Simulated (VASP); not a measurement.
Input of a VASP 6.6.1 run:

Contents of POSCAR:

```
TlCl
1.0
    3.8340000000      0.0000000000      0.0000000000
    0.0000000000      3.8340000000      0.0000000000
    0.0000000000      0.0000000000      3.8340000000
Tl Cl
1 1
Direct
    0.0000000000      0.0000000000      0.0000000000
    0.5000000000      0.5000000000      0.5000000000
```

File INCAR.step1:

```
  ALGO = Normal
  EDIFF = 1E-5
  ENCUT = 550
  GGA = PE
  GGA_COMPAT = False
  ISMEAR = 0
  LASPH = True
  LCHARG = False
  LREAL = False
  LWAVE = True
  NBANDS = 17
  NELM = 120
  PREC = Accurate
  SIGMA = 0.05
```

The input INCAR.step2:

```
  ALGO = Normal
  EDIFF = 1E-6
  ENCUT = 550
  GGA_COMPAT = False
  ISIF = 2
  ISMEAR = 0
  ISTART = 1
  IVDW = 12
  LASPH = True
  LCHARG = False
  LMIXTAU = True
  LREAL = False
  LWAVE = False
  METAGGA = R2SCAN
  NBANDS = 17
  NELM = 120
  PREC = Accurate
  SIGMA = 0.05
  VDW_A1 = 0.49484001
  VDW_A2 = 5.73083694
  VDW_S6 = 1.0
  VDW_S8 = 0.78981345
```

KPOINTS

```
k-points
0
Gamma
  6 6 6
```

Potentials or basis: VASP PAW PBE potentials, release 64 (Tl_d, Cl).

Launch:

```console
$ cat potpaw_PBE.64/Tl_d/POTCAR potpaw_PBE.64/Cl/POTCAR > POTCAR
$ cp INCAR.step1 INCAR
$ mpirun -np 1 vasp_std > vasp.out
$ cp INCAR.step2 INCAR
$ mpirun -np 1 vasp_std > vasp.out
```

**Question.** Estimate the dispersion energy per atom.

**Answer.** -0.118 eV.

**Question.** Predict the band gap on the k mesh.

**Answer.** 2.51 eV, direct.

Caveat: three body term missing; spin-orbit coupling is left out, which moves the levels of the heavy elements. A k mesh can miss the band edges.
